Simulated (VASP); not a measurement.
# SiO2 (fluorite type) (Fm-3m) in VASP: notebook

SiO2 (fluorite type) is run at these levels: PBE; tasks: single point.

Program: VASP 6.6.1. These are calculated values, not measurements. Logs are shortened: lines on timing, memory, paths and dates and some standing lists are left out, and cuts for length are marked.

**1. The cell of the first run**

It takes space group Fm-3m (No. 225, cubic). The conventional cell has a = 4.551 Å, b = 4.551 Å, c = 4.551 Å, α = 90.00°, β = 90.00°, γ = 90.00°. Within 2.6 Å of Si (site symmetry m-3m) lie 8 O at 1.97 Å. O (site symmetry -43m) has 4 Si at 1.97 Å and 6 O at 2.28 Å within 2.6 Å.

**2. Single point, PBE**

Contents of INCAR:

```
SYSTEM = SiO2
PREC     = Accurate       ! precision mode
ENCUT    = 600            ! plane-wave cutoff, eV
EDIFF    = 1E-6           ! SCF threshold, eV
ISMEAR   = -1             ! smearing method
SIGMA    = 0.06122561905347299 ! smearing width, eV
LREAL    = .False.        ! projectors in reciprocal space
LASPH    = .True.         ! aspherical terms in the spheres
NELM     = 120            ! most SCF steps
ALGO     = Normal         ! electronic algorithm
ISIF     = 2              ! what is computed and relaxed
LWAVE    = .False.        ! write WAVECAR
LCHARG   = .False.        ! write CHGCAR
GGA      = PE             ! functional
NBANDS   = 15             ! bands
GGA_COMPAT= .False.
```

Contents of KPOINTS:

```
Automatic mesh
0
Gamma
  21 21 21
  0 0 0
```

Contents of POSCAR:

```
SiO2
1.0
    0.0000000000      2.2757465681      2.2757465681
    2.2757465681      0.0000000000      2.2757465681
    2.2757465681      2.2757465681      0.0000000000
Si O
1 2
Direct
    0.0000000000      0.0000000000      0.0000000000
    0.2500000000      0.2500000000      0.2500000000
    0.7500000000      0.7500000000      0.7500000000
```

Potentials or basis: VASP PAW PBE potentials, release 64 (Si, O).

Started as:

```console
$ cat potpaw_PBE.64/Si/POTCAR potpaw_PBE.64/O/POTCAR > POTCAR
$ mpirun -np 1 vasp_std > vasp.out
```

OUTCAR:

```text
SYSTEM = SiO2
   PREC = Accurate
   ENCUT = 600
   EDIFF = 1E-6
   ISMEAR = -1
   LREAL = .False.
   LASPH = .True.
   NELM = 120
   ISIF = 2
   GGA = PE

 ion  position               nearest neighbor table
   1  0.000  0.000  0.000-   3 1.97   3 1.97   3 1.97   2 1.97   2 1.97   2 1.97   3 1.97   2 1.97

   2  0.250  0.250  0.250-   1 1.97   1 1.97   1 1.97   1 1.97
   3  0.750  0.750  0.750-   1 1.97   1 1.97   1 1.97   1 1.97

  LATTYP: Found a face centered cubic cell.
 ALAT       =     4.5514931362

  Lattice vectors:

 A1 = (   0.0000000000,   2.2757465681,   2.2757465681)
 A2 = (   2.2757465681,   0.0000000000,   2.2757465681)
 A3 = (   2.2757465681,   2.2757465681,   0.0000000000)

Analysis of symmetry for initial positions (statically):
=====================================================================
 Subroutine PRICEL returns:
 Original cell was already a primitive cell.

 Routine SETGRP: Setting up the symmetry group for a
 face centered cubic supercell.

 Subroutine GETGRP returns: Found 48 space group operations
 (whereof 48 operations were pure point group operations)
 out of a pool of 48 trial point group operations.

The static configuration has the point symmetry O_h .

Analysis of symmetry for dynamics (positions and initial velocities):
=====================================================================
 Subroutine PRICEL returns:
 Original cell was already a primitive cell.

 Routine SETGRP: Setting up the symmetry group for a
 face centered cubic supercell.

 Subroutine GETGRP returns: Found 48 space group operations
 (whereof 48 operations were pure point group operations)
 out of a pool of 48 trial point group operations.

The dynamic configuration has the point symmetry O_h .

 Subroutine INISYM returns: Found 48 space group operations
 (whereof 48 operations are pure point group operations),
 and found     1 'primitive' translations

----------------------------------------------------------------------------------------

                                     Primitive cell

  volume of cell :      23.5723

  direct lattice vectors                    reciprocal lattice vectors
     0.000000000  2.275746568  2.275746568    -0.219708120  0.219708120  0.219708120
     2.275746568  0.000000000  2.275746568     0.219708120 -0.219708120  0.219708120
     2.275746568  2.275746568  0.000000000     0.219708120  0.219708120 -0.219708120

  length of vectors
     3.218391661  3.218391661  3.218391661     0.380545627  0.380545627  0.380545627

  position of ions in fractional coordinates (direct lattice)
     0.000000000  0.000000000  0.000000000
     0.250000000  0.250000000  0.250000000
     0.750000000  0.750000000  0.750000000

  ion indices of the primitive-cell ions
   primitive index   ion index
                 1           1
                 2           2
                 3           3

----------------------------------------------------------------------------------------

 KPOINTS: Automatic mesh

Automatic generation of k-mesh.
 Grid dimensions read from file:
 generate k-points for:   21   21   21

 Generating k-lattice:

  Cartesian coordinates                     Fractional coordinates (reciprocal lattice)
    -0.010462291  0.010462291  0.010462291     0.047619048  0.000000000  0.000000000
     0.010462291 -0.010462291  0.010462291     0.000000000  0.047619048  0.000000000
     0.010462291  0.010462291 -0.010462291     0.000000000  0.000000000  0.047619048

  Length of vectors
     0.018121220  0.018121220  0.018121220

  Shift w.r.t. Gamma in fractional coordinates (k-lattice)
     0.000000000  0.000000000  0.000000000

 Subroutine IBZKPT returns following result:
 ===========================================

 Found    286 irreducible k-points:

 Following reciprocal coordinates:
            Coordinates               Weight
  0.000000  0.000000  0.000000      1.000000
  0.047619  0.000000  0.000000      8.000000
  0.095238  0.000000  0.000000      8.000000
  0.142857  0.000000  0.000000      8.000000
  0.190476  0.000000  0.000000      8.000000
  0.238095  0.000000  0.000000      8.000000
[... 16 lines left out ...]
 -0.428571  0.047619  0.000000     24.000000
 -0.380952  0.047619  0.000000     24.000000
 [... further k-points ...]
   k-points           NKPTS =    286   k-points in BZ     NKDIM =    286   number of bands    NBANDS=     15
   number of dos      NEDOS =    301   number of ions     NIONS =      3
   total plane-waves  NPLWV =  21952
   dimension x,y,z NGX =    28 NGY =   28 NGZ =   28
   dimension x,y,z NGXF=    56 NGYF=   56 NGZF=   56
   ions per type =               1   2
   NGX,Y,Z   is equivalent  to a cutoff of  14.46, 14.46, 14.46 a.u.
   NGXF,Y,Z  is equivalent  to a cutoff of  28.93, 28.93, 28.93 a.u.
 SYSTEM =  SiO2
   PREC   = accura    normal or accurate (medium, high low for compatibility)
   ISTART =      0    job   : 0-new  1-cont  2-samecut
   ICHARG =      2    charge: 1-file 2-atom 10-const
   ISPIN  =      1    spin polarized calculation?
   LNONCOLLINEAR =      F non collinear calculations
   LSORBIT =      F    spin-orbit coupling
   LASPH  =      T    aspherical Exc in radial PAW
   ENCUT  =  600.0 eV  44.10 Ry    6.64 a.u.   6.43  6.43  6.43*2*pi/ulx,y,z
   NELM   =    120;   NELMIN=  2; NELMDL= -5     # of ELM steps
   EDIFF  = 0.1E-05   stopping-criterion for ELM
   LREAL  =      F    real-space projection
[... 7 lines left out ...]
   TEBEG  =    0.0;   TEEND  =   0.0 temperature during run
   PSTRESS=    0.0 pullay stress
   NELECT =      16.0000    total number of electrons
   NUPDOWN=      -1.0000    fix difference up-down
   EMIN   =  10.00;   EMAX   =-10.00  energy-range for DOS
   EFERMI =   0.00;   METHOD = LEGACY
   ISMEAR =    -1;   SIGMA  =   0.06  broadening in eV -4-tet -1-fermi 0-gaus
   EFERMI_NEDOS =   21; number of points for ismear=-14 and -15
   IALGO  =     38    algorithm
   IMIX   =      4    mixing-type and parameters
     AMIX     =   0.40;   BMIX     =  1.00
     AMIX_MAG =   1.60;   BMIX_MAG =  1.00
  volume/ion in A,a.u.               =       7.86        53.02
  Fermi-wavevector in a.u.,A,eV,Ry     =   1.438735  2.718816 28.163510  2.069960
  Thomas-Fermi vector in A             =   2.557669
   LORBIT       =      0    0 simple, 1 ext, 2 COOP (PROOUT), +10 PAW based schemes
   GGA     = PE    functional components
   LHFCALC =     F    Hartree Fock is set to
   AEXX    =    0.0000 exact exchange contribution
   IVDW    =     0    specifies the selected vdW correction
   LEPSILON=     F    determine dielectric tensor
   LRPA    =     F    only Hartree local field effects (RPA)
 non-spin polarized calculation
  energy-cutoff  :      600.00
  volume of cell :       23.57
 maximum number of plane-waves:       809
 NGX is ok and might be reduce to    28
   NGX = 13   NGY = 13   NGZ = 13

 number of electron      16.0000002 magnetization

 Free energy of the ion-electron system (eV)
  ---------------------------------------------------
  ext. energy  EPLUGINS =         0.00000000
  ---------------------------------------------------
  free energy    TOTEN  =       -19.92622202 eV

  energy without entropy =      -19.92622201  energy(sigma->0) =      -19.92622202

 E-fermi :  10.4794     XC(G=0): -12.3378

 val. band max:        9.4041304392   @ k =  -0.4762   0.4762   0.0000
 cond. band min:      11.4302110220   @ k =   0.0000   0.0000   0.0000
 fundamental gap:      2.0260805829
 Fermi energy:        10.4794259467

 k-point     1 :       0.0000    0.0000    0.0000
  band No.  band energies     occupation
      1     -13.3820      2.00000
      2      -6.6472      2.00000
      3       3.6937      2.00000
      4       3.6937      2.00000
      5       3.6937      2.00000
      6       7.1751      2.00000
      7       7.1751      2.00000
      8       7.1751      2.00000
      9      11.4302      0.00000
     10      15.3252      0.00000
     11      15.3252      0.00000
     12      15.3252      0.00000
     13      21.8344      0.00000
     14      21.8344      0.00000
     15      24.1459      0.00000

 k-point     2 :       0.0476    0.0000    0.0000
  band No.  band energies     occupation
      1     -13.3498      2.00000
      2      -6.6891      2.00000
      3       3.6662      2.00000
      4       3.6943      2.00000
      5       3.6943      2.00000
      6       7.0320      2.00000
      7       7.1331      2.00000
      8       7.1331      2.00000
      9      11.6124      0.00000
     10      15.3411      0.00000
     11      15.3846      0.00000
     12      15.3846      0.00000
     13      21.8990      0.00000
     14      21.8990      0.00000
     15      24.2767      0.00000

 k-point     3 :       0.0952    0.0000    0.0000
  band No.  band energies     occupation
      1     -13.2534      2.00000
      2      -6.8133      2.00000
      3       3.5867      2.00000
      4       3.6993      2.00000
      5       3.6993      2.00000
      6       6.6739      2.00000
      7       7.0106      2.00000
      8       7.0106      2.00000
      9      12.0807      0.00000
     10      15.4054      0.00000
     11      15.5621      0.00000
     12      15.5621      0.00000
     13      22.0830      0.00000
     14      22.0830      0.00000
     15      24.6414      0.00000
[... 343 lines left out ...]
 k-point    23 :      -0.4286    0.0476    0.0000
  band No.  band energies     occupation
      1     -10.8192      2.00000
      2      -9.6374      2.00000
      3       2.1151      2.00000
      4       3.8689      2.00000
      5       4.2401      2.00000
      6       4.3427      2.00000
      7       5.0299      2.00000
      8       5.7230      2.00000
      9      15.2014      0.00000
     10      18.9324      0.00000
     11      19.0401      0.00000
     12      19.3462      0.00000
     13      22.8818      0.00000
     14      23.3839      0.00000
     15      26.1184      0.00000

 k-point    24 :      -0.3810    0.0476    0.0000
  band No.  band energies     occupation
      1     -11.2850      2.00000
      2      -9.1381      2.00000
      3       2.2073      2.00000
      4       3.8344      2.00000
      5       4.3379      2.00000
      6       4.3635      2.00000
      7       5.0291      2.00000
      8       5.9657      2.00000
      9      15.0117      0.00000
     10      18.4380      0.00000
     11      18.5139      0.00000
     12      19.0339      0.00000
     13      23.0175      0.00000
     14      23.5072      0.00000
     15      26.2403      0.00000

 [... further k-points ...]

------------------------ aborting loop because EDIFF is reached ----------------------------------------

  FORCE on cell =-STRESS in cart. coord.  units (eV):
  Direction    XX          YY          ZZ          XY          YZ          ZX
  --------------------------------------------------------------------------------------
  -------------------------------------------------------------------------------------
  Total        0.7924191      0.7924191      0.7924191      0.0000000      0.0000000     -0.0000000
  in kB       53.8596892     53.8596892     53.8596892      0.0000000      0.0000000     -0.0000000
  external PRESSURE =      53.8596892 kB  Pullay stress =       0.0000000 kB

 VOLUME and BASIS-vectors are now :
 -----------------------------------------------------------------------------
  energy-cutoff  :      600.00
  volume of cell :       23.57
      direct lattice vectors                 reciprocal lattice vectors
     0.000000000  2.275746568  2.275746568    -0.219708120  0.219708120  0.219708120
     2.275746568  0.000000000  2.275746568     0.219708120 -0.219708120  0.219708120
     2.275746568  2.275746568  0.000000000     0.219708120  0.219708120 -0.219708120

 POSITION                                       TOTAL-FORCE (eV/Angst)
 -----------------------------------------------------------------------------------
      0.00000      0.00000      0.00000         0.000000      0.000000     -0.000000
      1.13787      1.13787      1.13787        -0.000000     -0.000000      0.000000
      3.41362      3.41362      3.41362         0.000000      0.000000     -0.000000
 -----------------------------------------------------------------------------------
    total drift:                                0.000000      0.000000      0.000000

  FREE ENERGIE OF THE ION-ELECTRON SYSTEM (eV)
  ---------------------------------------------------
  free  energy   TOTEN  =       -19.9262220159 eV

  energy  without entropy=      -19.9262220149  energy(sigma->0) =      -19.92622202
```

Run time: 53 s. Hardware: 1 thread of Intel Xeon 6975P-C (Granite Rapids), shared host; peak memory 0.23 GiB.

What came out:

| Item | Value |
| --- | --- |
| Free energy | -19.9262 eV |
| Pressure | 5.4 GPa |
| Band gap on the k mesh | 2.03 eV (least direct gap 2.09 eV) |

Caveat: the cell stands under pressure; an odd mesh through Γ misses points on the zone boundary, where band edges can lie.

**3. Single point, PBE**

Contents of INCAR:

```
PREC = Accurate ; ENCUT = 600
EDIFF = 1E-6 ; ISMEAR = -1
SIGMA = 0.06122561905347299 ; LREAL = F
LASPH = T ; NELM = 120
ALGO = Normal ; ISIF = 2
LWAVE = F ; LCHARG = F
GGA = PE ; NBANDS = 15
GGA_COMPAT = F
```

Contents of KPOINTS:

```
Automatic mesh
0
Gamma
  21 21 21
```

POSCAR is that of step 2.

Potentials or basis: VASP PAW PBE potentials, release 64 (Si, O).

Started as:

```console
$ cat potpaw_PBE.64/Si/POTCAR potpaw_PBE.64/O/POTCAR > POTCAR
$ mpirun -np 1 vasp_std > vasp.out
```

Run time: 54 s. Hardware: 1 thread of Intel Xeon 6975P-C (Granite Rapids), shared host; peak memory 0.23 GiB.

Results (log left out):

| Property | Result |
| --- | --- |
| Free energy | -19.9262 eV |
| Pressure | 5.4 GPa |
| Band gap on the k mesh | 2.03 eV (least direct gap 2.09 eV) |

Levels at points of the mesh, in eV from the valence-band top:
| k point | band 6 | band 7 | band 8 | band 9 | band 10 | band 11 |
| --- | --- | --- | --- | --- | --- | --- |
| (0.00, 0.00, 0.00) | -2.23 | -2.23 | -2.23 | 2.03 | 5.92 | 5.92 |

Caveat: the cell stands under pressure; an odd mesh through Γ misses points on the zone boundary, where band edges can lie.

(Continued in part 2 of 2.)
